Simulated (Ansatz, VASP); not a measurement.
**MgS in VASP and in Ansatz**

```
CELL_PARAMETERS angstrom
0.00000 2.60165 2.60165
2.60165 0.00000 2.60165
2.60165 2.60165 0.00000
ATOMIC_POSITIONS crystal
Mg 0.00000 0.00000 0.00000
S 0.50000 0.50000 0.50000
```

Alike in both runs: task single point; functional PBEsol; k mesh 8 × 8 × 8; no spin polarisation.

```csv
,VASP,Ansatz
version,VASP 6.6.1,Ansatz 0.2.0
potentials or method,"VASP PAW PBE potentials, release 64 (Mg, S), cutoff 600 eV","all-electron LAPW, scalar-relativistic"
occupations,"gaussian, width 0.01 eV",fixed
```

VASP gave:

* gap on the k mesh at the Fermi level (eV): 2.70
* pressure (GPa): -1.1

Question: What did Ansatz give for the same quantities?

Answer: gap on the k mesh at the Fermi level (eV): 2.70; pressure (GPa): -1.0.

VASP's potentials were made for PBE, not for PBEsol. Ansatz ran all-electron here, and VASP with PAW potentials.
